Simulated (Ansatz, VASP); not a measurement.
**Si in VASP and in Ansatz**

INCAR

```
SYSTEM = Si
PREC = Accurate
ENCUT = 520
EDIFF = 1E-6
ISMEAR = 0
SIGMA = 0.02
LREAL = .False.
LASPH = .True.
NELM = 80
ALGO = Normal
ISIF = 2
LWAVE = .False.
LCHARG = .True.
GGA = CA
LELF = .True.
LVHAR = .True.
NBANDS = 11
```

The input KPOINTS:

```
Automatic mesh
0
Gamma
  12 12 12
  0 0 0
```

File POSCAR:

```
Si
1.0
    0.0000000000      2.7009711426      2.7009711426
    2.7009711426      0.0000000000      2.7009711426
    2.7009711426      2.7009711426      0.0000000000
Si
2
Direct
    0.7500000000      0.7500000000      0.7500000000
    0.5000000000      0.5000000000      0.5000000000
```

Input for Ansatz:

```yaml
crystal:
  lattice:
    - [0.0, 2.7009711426, 2.7009711426]
    - [2.7009711426, 0.0, 2.7009711426]
    - [2.7009711426, 2.7009711426, 0.0]
  atoms:
    - { symbol: Si, position: [0.75, 0.75, 0.75] }
    - { symbol: Si, position: [0.5, 0.5, 0.5] }
basis:
  ecutwfc: 420
  xc_grid: 2
kpoints:
  mp_grid: { grid: [12, 12, 12] }
  band_path: { path: [VBM, CBM], npoints: 2 }
hamiltonian:
  xc: lda
scf:
  occupations: { method: gaussian, width: 0.02 }
output:
  forces: true
  stress: true
  eigenvalues: true
```

Alike in both runs: task single point; functional LDA; k mesh 12 × 12 × 12; occupations gaussian, width 0.02 eV; no spin polarisation.

|  | VASP | Ansatz |
| --- | --- | --- |
| version | VASP 6.6.1 | Ansatz 0.2.0 |
| potentials or method | VASP PAW LDA potentials, release 64 (Si), cutoff 520 eV | scalar-relativistic, plane waves, PAW |
| valence electrons in the cell | 8 | 8 |

```tsv
	VASP	Ansatz	Ansatz less VASP
gap on the k mesh at the Fermi level (eV)	0.44	0.44	+0.002
least direct gap on the mesh (eV)	2.53	2.53	+0.002
pressure (GPa)	0.0	0.0	-0.04
```

LDA's correlation is that of Perdew and Zunger in VASP and of Perdew and Wang (1992) in Ansatz.
